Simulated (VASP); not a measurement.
Ge: single point with RPBE

Ge:

```
Ge
1.0
     0.00000    2.24011    2.24011
     2.24011    0.00000    2.24011
     2.24011    2.24011    0.00000
Ge
1
Direct
  0.00000 0.00000 0.00000
```

This cell differs from its parent crystal: volume scaled by 1.12.

```json
{"Program": "VASP 6.6.1", "Task": "single point", "Functional": "RPBE", "Potentials or basis": "VASP PAW PBE potentials, release 64 (Ge_d)", "Cutoff": "520 eV", "k mesh": "14 × 14 × 14", "Occupations": "fermi-dirac, width 0.1 eV", "Spin": "no spin polarisation"}
```

The pressure is -5.1 GPa and the band gap on the k mesh is zero (band 7 reaches 12.62 eV, above the bottom of band 8 at 3.31 eV).

Levels at points of the mesh, in eV from the Fermi level:
| k point | band 5 | band 6 | band 7 | band 8 | band 9 | band 10 |
| --- | --- | --- | --- | --- | --- | --- |
| (0.00, 0.00, 0.00) | -24.83 | -11.89 | 7.37 | 7.38 | 7.38 | 12.86 |
| (0.50, 0.00, 0.00) | -24.80 | -7.65 | -4.64 | 5.71 | 5.71 | 10.43 |
| (0.50, 0.50, 0.00) | -24.79 | -5.83 | -3.59 | 2.27 | 2.27 | 5.82 |

Wall time 8.7 s on 1 thread of Intel(R) Xeon(R) 6975P-C (Granite Rapids), with other jobs on the host, peak memory 0.15 GiB.

Caveat: the PAW data sets were made with another functional, which shifts forces and pressure a little.
